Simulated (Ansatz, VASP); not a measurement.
AlP in VASP and in Ansatz

Contents of INCAR:

```
SYSTEM = AlP
PREC     = Accurate       ! precision mode
ENCUT    = 500            ! plane-wave cutoff, eV
EDIFF    = 1E-6           ! SCF threshold, eV
ISMEAR   = 0              ! smearing method
SIGMA    = 0.02           ! smearing width, eV
LREAL    = .FALSE.        ! projectors in reciprocal space
LASPH    = .TRUE.         ! aspherical terms in the spheres
NELM     = 120            ! most SCF steps
ALGO     = Normal         ! electronic algorithm
ISIF     = 2              ! what is computed and relaxed
LWAVE    = .FALSE.        ! write WAVECAR
LCHARG   = .FALSE.        ! write CHGCAR
GGA      = PE             ! functional
NBANDS   = 11             ! bands
GGA_COMPAT= .FALSE.
```

The input KPOINTS:

```
regular mesh
0
G
  8 8 8
  0 0 0
```

File POSCAR:

```
AlP
1.0
    0.0000000000      2.6976120076      2.6976120076
    2.6976120076      0.0000000000      2.6976120076
    2.6976120076      2.6976120076      0.0000000000
Al P
1 1
Direct
    0.0000000000      0.0000000000      0.0000000000
    0.7500000000      0.7500000000      0.7500000000
```

Input for Ansatz:

```yaml
crystal:
  lattice:
    - [0.0, 2.6976120076, 2.6976120076]
    - [2.6976120076, 0.0, 2.6976120076]
    - [2.6976120076, 2.6976120076, 0.0]
  atoms:
    - { symbol: Al, position: [0.0, 0.0, 0.0] }
    - { symbol: P, position: [0.75, 0.75, 0.75] }
basis:
  ecutwfc: 420
kpoints:
  mp_grid: { grid: [8, 8, 8] }
hamiltonian:
  xc: pbe
scf:
  occupations: { method: gaussian, width: 0.02 }
output:
  forces: true
  stress: true
  eigenvalues: true
```

Alike in both runs: task single point; functional PBE; k mesh 8 × 8 × 8; occupations gaussian, width 0.02 eV; no spin polarisation.

|  | VASP | Ansatz |
| --- | --- | --- |
| version | VASP 6.6.1 | Ansatz 0.2.0 |
| potentials or method | VASP PAW PBE potentials, release 64 (Al, P), cutoff 500 eV | scalar-relativistic, plane waves, PAW |
| valence electrons in the cell | 8 | 8 |

|  | VASP | Ansatz | Ansatz less VASP |
| --- | --- | --- | --- |
| gap on the k mesh at the Fermi level (eV) | 1.51 | 1.51 | +0.002 |
| least direct gap on the mesh (eV) | 3.62 | 3.62 | +0.001 |
| pressure (GPa) | 5.7 | 5.8 | +0.11 |
